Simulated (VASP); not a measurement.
# Hf3TaN4 (Pm-3m) in VASP: a series of runs

Hf3TaN4 is run at these levels: PBEsol; tasks: single point, relaxation of cell and atoms.

Program: VASP 6.6.1. These are calculated values, not measurements. Logs are shortened: lines on timing, memory, paths and dates and some standing lists are left out, and cuts for length are marked.

### 1 The cell of the first run

It takes space group Pm-3m (No. 221, cubic). Conventional cell: a = 4.471 Å, b = 4.471 Å, c = 4.471 Å, α = 90.00°, β = 90.00°, γ = 90.00°. Hf (site symmetry 4/mmm) has 6 N at 2.24 Å within 3.0 Å. Ta (site symmetry m-3m) has 6 N at 2.24 Å within 3.0 Å. N (site symmetry 4/mmm) has 4 Hf at 2.24 Å and 2 Ta at 2.24 Å within 3.0 Å. Within 3.0 Å of N (site symmetry m-3m) lie 6 Hf at 2.24 Å.

### 2 Single point, PBEsol

Contents of INCAR:

```
SYSTEM = Hf3TaN4
PREC     = Accurate       ! precision mode
ENCUT    = 600            ! plane-wave cutoff, eV
EDIFF    = 1E-6           ! SCF threshold, eV
ISMEAR   = -1             ! smearing method
SIGMA    = 0.1            ! smearing width, eV
LREAL    = .False.        ! projectors in reciprocal space
LASPH    = .True.         ! aspherical terms in the spheres
NELM     = 120            ! most SCF steps
ALGO     = Normal         ! electronic algorithm
ISIF     = 2              ! what is computed and relaxed
LWAVE    = .False.        ! write WAVECAR
LCHARG   = .True.         ! write CHGCAR
GGA      = PS             ! functional
LELF     = .True.         ! ELF
LVHAR    = .True.       
NBANDS   = 40             ! bands
GGA_COMPAT= .False.
```

Contents of KPOINTS:

```
regular mesh
0
Gamma
  5 5 5
  0 0 0
```

Contents of POSCAR:

```
Hf3TaN4
1.0
    4.4705121183      0.0000000000      0.0000000000
    0.0000000000      4.4705121183      0.0000000000
    0.0000000000      0.0000000000      4.4705121183
Hf Ta N
3 1 4
Direct
    0.0000000000      0.0000000000      0.0000000000
    0.0000000000      0.5000000000      0.5000000000
    0.5000000000      0.0000000000      0.5000000000
    0.5000000000      0.5000000000      0.0000000000
    0.5000000000      0.5000000000      0.5000000000
    0.0000000000      0.0000000000      0.5000000000
    0.0000000000      0.5000000000      0.0000000000
    0.5000000000      0.0000000000      0.0000000000
```

Potentials or basis: VASP PAW PBE potentials, release 64 (Hf_pv, Ta_pv, N).

Run with:

```bash
cat potpaw_PBE.64/Hf_pv/POTCAR potpaw_PBE.64/Ta_pv/POTCAR potpaw_PBE.64/N/POTCAR > POTCAR
mpirun -np 1 vasp_std > vasp.out
```

OUTCAR:

```text
SYSTEM = Hf3TaN4
   PREC = Accurate
   ENCUT = 600
   EDIFF = 1E-6
   ISMEAR = -1
   LREAL = .False.
   LASPH = .True.
   NELM = 120
   ISIF = 2
   GGA = PS

 ion  position               nearest neighbor table
   1  0.000  0.000  0.000-   6 2.24   7 2.24   8 2.24   6 2.24   7 2.24   8 2.24   2 3.16   3 3.16
                             2 3.16   2 3.16   4 3.16   3 3.16   2 3.16   3 3.16   4 3.16   4 3.16
   2  0.000  0.500  0.500-   5 2.24   6 2.24   7 2.24   7 2.24   6 2.24   5 2.24   1 3.16   4 3.16
                             1 3.16   1 3.16   3 3.16   3 3.16   1 3.16   3 3.16   4 3.16   4 3.16
   3  0.500  0.000  0.500-   5 2.24   6 2.24   8 2.24   8 2.24   5 2.24   6 2.24   1 3.16   4 3.16
                             1 3.16   2 3.16   4 3.16   2 3.16   4 3.16   1 3.16   2 3.16   4 3.16
   4  0.500  0.500  0.000-   5 2.24   7 2.24   8 2.24   5 2.24   8 2.24   7 2.24   2 3.16   3 3.16
                             1 3.16   1 3.16   3 3.16   2 3.16   3 3.16   1 3.16   2 3.16   3 3.16
   5  0.500  0.500  0.500-   2 2.24   3 2.24   4 2.24   4 2.24   3 2.24   2 2.24
   6  0.000  0.000  0.500-   1 2.24   2 2.24   3 2.24   1 2.24   2 2.24   3 2.24
   7  0.000  0.500  0.000-   1 2.24   2 2.24   4 2.24   2 2.24   1 2.24   4 2.24
   8  0.500  0.000  0.000-   1 2.24   3 2.24   4 2.24   3 2.24   4 2.24   1 2.24

  LATTYP: Found a simple cubic cell.
 ALAT       =     4.4705121183

  Lattice vectors:

 A1 = (   4.4705121183,   0.0000000000,   0.0000000000)
 A2 = (   0.0000000000,   4.4705121183,   0.0000000000)
 A3 = (   0.0000000000,   0.0000000000,   4.4705121183)

Analysis of symmetry for initial positions (statically):
=====================================================================
 Subroutine PRICEL returns:
 Original cell was already a primitive cell.

 Routine SETGRP: Setting up the symmetry group for a
 simple cubic supercell.

 Subroutine GETGRP returns: Found 48 space group operations
 (whereof 16 operations were pure point group operations)
 out of a pool of 48 trial point group operations.

The static configuration has the point symmetry D_4h.
 The point group associated with its full space group is O_h .

Analysis of symmetry for dynamics (positions and initial velocities):
=====================================================================
 Subroutine PRICEL returns:
 Original cell was already a primitive cell.

 Routine SETGRP: Setting up the symmetry group for a
 simple cubic supercell.

 Subroutine GETGRP returns: Found 48 space group operations
 (whereof 16 operations were pure point group operations)
 out of a pool of 48 trial point group operations.

The dynamic configuration has the point symmetry D_4h.
 The point group associated with its full space group is O_h .

 Subroutine INISYM returns: Found 48 space group operations
 (whereof 16 operations are pure point group operations),
 and found     1 'primitive' translations

----------------------------------------------------------------------------------------

                                     Primitive cell

  volume of cell :      89.3453

  direct lattice vectors                    reciprocal lattice vectors
     4.470512118  0.000000000  0.000000000     0.223688019  0.000000000  0.000000000
     0.000000000  4.470512118  0.000000000     0.000000000  0.223688019  0.000000000
     0.000000000  0.000000000  4.470512118     0.000000000  0.000000000  0.223688019

  length of vectors
     4.470512118  4.470512118  4.470512118     0.223688019  0.223688019  0.223688019

  position of ions in fractional coordinates (direct lattice)
     0.000000000  0.000000000  0.000000000
     0.000000000  0.500000000  0.500000000
     0.500000000  0.000000000  0.500000000
     0.500000000  0.500000000  0.000000000
     0.500000000  0.500000000  0.500000000
     0.000000000  0.000000000  0.500000000
     0.000000000  0.500000000  0.000000000
     0.500000000  0.000000000  0.000000000

  ion indices of the primitive-cell ions
   primitive index   ion index
                 1           1
                 2           2
                 3           3
                 4           4
                 5           5
                 6           6
                 7           7
                 8           8

----------------------------------------------------------------------------------------

 KPOINTS: regular mesh

Automatic generation of k-mesh.
 Grid dimensions read from file:
 generate k-points for:    5    5    5

 Generating k-lattice:

  Cartesian coordinates                     Fractional coordinates (reciprocal lattice)
     0.044737604  0.000000000  0.000000000     0.200000000  0.000000000  0.000000000
     0.000000000  0.044737604  0.000000000     0.000000000  0.200000000  0.000000000
     0.000000000  0.000000000  0.044737604     0.000000000  0.000000000  0.200000000

  Length of vectors
     0.044737604  0.044737604  0.044737604

  Shift w.r.t. Gamma in fractional coordinates (k-lattice)
     0.000000000  0.000000000  0.000000000

 Subroutine IBZKPT returns following result:
 ===========================================

 Found     10 irreducible k-points:

 Following reciprocal coordinates:
            Coordinates               Weight
  0.000000  0.000000  0.000000      1.000000
  0.200000  0.000000  0.000000      6.000000
  0.400000  0.000000  0.000000      6.000000
  0.200000  0.200000  0.000000     12.000000
  0.400000  0.200000  0.000000     24.000000
  0.400000  0.400000  0.000000     12.000000
  0.200000  0.200000  0.200000      8.000000
  0.400000  0.200000  0.200000     24.000000
  0.400000  0.400000  0.200000     24.000000
  0.400000  0.400000  0.400000      8.000000
   k-points           NKPTS =     10   k-points in BZ     NKDIM =     10   number of bands    NBANDS=     40
   number of dos      NEDOS =    301   number of ions     NIONS =      8
   total plane-waves  NPLWV =  46656
   dimension x,y,z NGX =    36 NGY =   36 NGZ =   36
   dimension x,y,z NGXF=    72 NGYF=   72 NGZF=   72
   ions per type =               3   1   4
   NGX,Y,Z   is equivalent  to a cutoff of  13.39, 13.39, 13.39 a.u.
   NGXF,Y,Z  is equivalent  to a cutoff of  26.77, 26.77, 26.77 a.u.
 SYSTEM =  Hf3TaN4
   PREC   = accura    normal or accurate (medium, high low for compatibility)
   ISTART =      0    job   : 0-new  1-cont  2-samecut
   ICHARG =      2    charge: 1-file 2-atom 10-const
   ISPIN  =      1    spin polarized calculation?
   LNONCOLLINEAR =      F non collinear calculations
   LSORBIT =      F    spin-orbit coupling
   LASPH  =      T    aspherical Exc in radial PAW
   ENCUT  =  600.0 eV  44.10 Ry    6.64 a.u.   8.93  8.93  8.93*2*pi/ulx,y,z
   NELM   =    120;   NELMIN=  2; NELMDL= -5     # of ELM steps
   EDIFF  = 0.1E-05   stopping-criterion for ELM
   LREAL  =      F    real-space projection
   EDIFFG = 0.1E-04   stopping-criterion for IOM
   NSW    =      0    number of steps for IOM
   IBRION =     -1    ionic relax: 0-MD 1-quasi-New 2-CG
   NFREE  =      0    steps in history (QN), initial steepest desc. (CG)
   ISIF   =      2    stress and relaxation
   ISYM   =      2    0-nonsym 1-usesym 2-fastsym
   POTIM  = 0.5000    time-step for ionic-motion
   TEBEG  =    0.0;   TEEND  =   0.0 temperature during run
   PSTRESS=    0.0 pullay stress
   NELECT =      61.0000    total number of electrons
   NUPDOWN=      -1.0000    fix difference up-down
   EMIN   =  10.00;   EMAX   =-10.00  energy-range for DOS
   EFERMI =   0.00;   METHOD = LEGACY
   ISMEAR =    -1;   SIGMA  =   0.10  broadening in eV -4-tet -1-fermi 0-gaus
   EFERMI_NEDOS =   21; number of points for ismear=-14 and -15
   IALGO  =     38    algorithm
   IMIX   =      4    mixing-type and parameters
     AMIX     =   0.40;   BMIX     =  1.00
     AMIX_MAG =   1.60;   BMIX_MAG =  1.00
  volume/ion in A,a.u.               =      11.17        75.37
  Fermi-wavevector in a.u.,A,eV,Ry     =   1.441543  2.724121 28.273522  2.078045
  Thomas-Fermi vector in A             =   2.560163
   LORBIT       =      0    0 simple, 1 ext, 2 COOP (PROOUT), +10 PAW based schemes
   GGA     = PS    functional components
   LHFCALC =     F    Hartree Fock is set to
   AEXX    =    0.0000 exact exchange contribution
   IVDW    =     0    specifies the selected vdW correction
   LEPSILON=     F    determine dielectric tensor
   LRPA    =     F    only Hartree local field effects (RPA)
 non-spin polarized calculation
  energy-cutoff  :      600.00
  volume of cell :       89.35
 maximum number of plane-waves:      3004
 NGX is ok and might be reduce to    36
   NGX = 17   NGY = 17   NGZ = 17

 number of electron      60.9999996 magnetization

 Free energy of the ion-electron system (eV)
  ---------------------------------------------------
  ext. energy  EPLUGINS =         0.00000000
  ---------------------------------------------------
  free energy    TOTEN  =       -92.05570345 eV

  energy without entropy =      -91.89181588  energy(sigma->0) =      -91.97375967

 E-fermi :   8.5104     XC(G=0): -13.1250

 val. band max:        8.5058744056   @ k =   0.4000   0.2000   0.2000
 cond. band min:       8.5118656451   @ k =   0.2000   0.2000   0.2000
 fundamental gap:      0.0059912395
 Fermi energy:         8.5104366528

 k-point     1 :       0.0000    0.0000    0.0000
  band No.  band energies     occupation
      1     -27.3441      2.00000
      2     -27.3441      2.00000
      3     -27.3441      2.00000
      4     -23.1539      2.00000
      5     -23.1539      2.00000
      6     -23.1539      2.00000
[... 32 lines left out ...]
     39      12.0315      0.00000
     40      12.7592      0.00000

 k-point     2 :       0.2000    0.0000    0.0000
  band No.  band energies     occupation
      1     -27.3469      2.00000
      2     -27.3419      2.00000
      3     -27.3419      2.00000
      4     -23.1238      2.00000
      5     -23.1238      2.00000
      6     -23.1168      2.00000
[... 32 lines left out ...]
     39      12.5489      0.00000
     40      12.5489      0.00000

 k-point     3 :       0.4000    0.0000    0.0000
  band No.  band energies     occupation
      1     -27.3513      2.00000
      2     -27.3383      2.00000
      3     -27.3383      2.00000
      4     -23.0631      2.00000
      5     -23.0631      2.00000
      6     -23.0037      2.00000
[... 32 lines left out ...]
     39      11.6142      0.00000
     40      12.2372      0.00000

 k-point     4 :       0.2000    0.2000    0.0000
  band No.  band energies     occupation
      1     -27.3500      2.00000
      2     -27.3432      2.00000
      3     -27.3398      2.00000
      4     -23.1773      2.00000
      5     -23.0913      2.00000
      6     -23.0147      2.00000
[... 32 lines left out ...]
     39      12.4999      0.00000
     40      12.7023      0.00000
[... 170 lines left out ...]
     39      12.4499      0.00000
     40      12.6391      0.00000

 k-point     9 :       0.4000    0.4000    0.2000
  band No.  band energies     occupation
      1     -27.3633      2.00000
      2     -27.3613      2.00000
      3     -27.3455      2.00000
      4     -23.3068      2.00000
      5     -23.1654      2.00000
      6     -23.0290      2.00000
[... 32 lines left out ...]
     39      12.1501      0.00000
     40      12.2355      0.00000

 k-point    10 :       0.4000    0.4000    0.4000
  band No.  band energies     occupation
      1     -27.3685      2.00000
      2     -27.3685      2.00000
      3     -27.3645      2.00000
      4     -23.4351      2.00000
      5     -23.1489      2.00000
      6     -23.1352      2.00000
[... 32 lines left out ...]
     39      12.2878      0.00000
     40      12.5312      0.00000

------------------------ aborting loop because EDIFF is reached ----------------------------------------

  FORCE on cell =-STRESS in cart. coord.  units (eV):
  Direction    XX          YY          ZZ          XY          YZ          ZX
  --------------------------------------------------------------------------------------
  -------------------------------------------------------------------------------------
  Total       -0.9132838     -0.9132838     -0.9132838     -0.0000000      0.0000000     -0.0000000
  in kB      -16.3773826    -16.3773826    -16.3773826     -0.0000000      0.0000000     -0.0000000
  external PRESSURE =     -16.3773826 kB  Pullay stress =       0.0000000 kB

 VOLUME and BASIS-vectors are now :
 -----------------------------------------------------------------------------
  energy-cutoff  :      600.00
  volume of cell :       89.35
      direct lattice vectors                 reciprocal lattice vectors
     4.470512118  0.000000000  0.000000000     0.223688019  0.000000000  0.000000000
     0.000000000  4.470512118  0.000000000     0.000000000  0.223688019  0.000000000
     0.000000000  0.000000000  4.470512118     0.000000000  0.000000000  0.223688019

 POSITION                                       TOTAL-FORCE (eV/Angst)
 -----------------------------------------------------------------------------------
      0.00000      0.00000      0.00000         0.000000      0.000000      0.000000
      0.00000      2.23526      2.23526         0.000000      0.000000      0.000000
      2.23526      0.00000      2.23526         0.000000      0.000000      0.000000
      2.23526      2.23526      0.00000         0.000000      0.000000      0.000000
      2.23526      2.23526      2.23526         0.000000      0.000000      0.000000
      0.00000      0.00000      2.23526         0.000000      0.000000      0.000000
      0.00000      2.23526      0.00000         0.000000      0.000000      0.000000
      2.23526      0.00000      0.00000         0.000000      0.000000      0.000000
 -----------------------------------------------------------------------------------
    total drift:                                0.000000      0.000000      0.000000

  FREE ENERGIE OF THE ION-ELECTRON SYSTEM (eV)
  ---------------------------------------------------
  free  energy   TOTEN  =       -92.0557034506 eV

  energy  without entropy=      -91.8918158803  energy(sigma->0) =      -91.97375967
```

It took 20 s on 1 thread of Intel Xeon 6975P-C (Granite Rapids), shared host; peak memory 0.22 GiB.

What came out:

| Quantity | Value |
| --- | --- |
| Free energy | -92.0557 eV |
| Pressure | -1.6 GPa |
| Band gap on the k mesh | zero (an odd number of electrons rules out a gap without spin polarisation) |

Levels at points of the mesh, in eV from the Fermi level:
| k point | band 27 | band 28 | band 29 | band 30 | band 31 | band 32 | band 33 | band 34 | band 35 | band 36 |
| --- | --- | --- | --- | --- | --- | --- | --- | --- | --- | --- |
| (0.00, 0.00, 0.00) | -3.76 | -3.76 | -3.09 | -3.09 | -3.09 | -0.77 | -0.77 | -0.77 | 1.28 | 1.28 |

Caveat: the PAW data sets were made with another functional, which shifts forces and pressure a little; spin-orbit coupling is left out, which moves the levels of the heavy elements.

### 3 Single point, PBEsol

Contents of INCAR:

```
PREC = Accurate
ENCUT = 600
EDIFF = 1E-6
ISMEAR = -1
SIGMA = 0.1
LREAL = F
LASPH = T
NELM = 120
ALGO = Normal
ISIF = 2
LWAVE = F
LCHARG = F
GGA = PS
NBANDS = 40
GGA_COMPAT = F
```

Contents of KPOINTS:

```
Automatic mesh
0
Gamma
  5 5 5
```

POSCAR is that of step 2.

Potentials or basis: VASP PAW PBE potentials, release 64 (Hf_pv, Ta_pv, N).

Run with:

```bash
cat potpaw_PBE.64/Hf_pv/POTCAR potpaw_PBE.64/Ta_pv/POTCAR potpaw_PBE.64/N/POTCAR > POTCAR
mpirun -np 1 vasp_std > vasp.out
```

Wall time 19 s (1 thread of Intel Xeon 6975P-C (Granite Rapids), shared host); peak memory 0.22 GiB.

The run converged. Its results:

```yaml
Free_energy: -92.0557 eV
Pressure: -1.6 GPa
Band_gap_on_the_k_mesh: zero (an odd number of electrons rules out a gap without spin polarisation)
```

Levels at points of the mesh, in eV from the Fermi level:
| k point | band 28 | band 29 | band 30 | band 31 | band 32 | band 33 | band 34 | band 35 |
| --- | --- | --- | --- | --- | --- | --- | --- | --- |
| (0.00, 0.00, 0.00) | -3.76 | -3.09 | -3.09 | -3.09 | -0.77 | -0.77 | -0.77 | 1.28 |

Caveat: the PAW data sets were made with another functional, which shifts forces and pressure a little; spin-orbit coupling is left out, which moves the levels of the heavy elements.

(Part 1 of 2 ends here.)
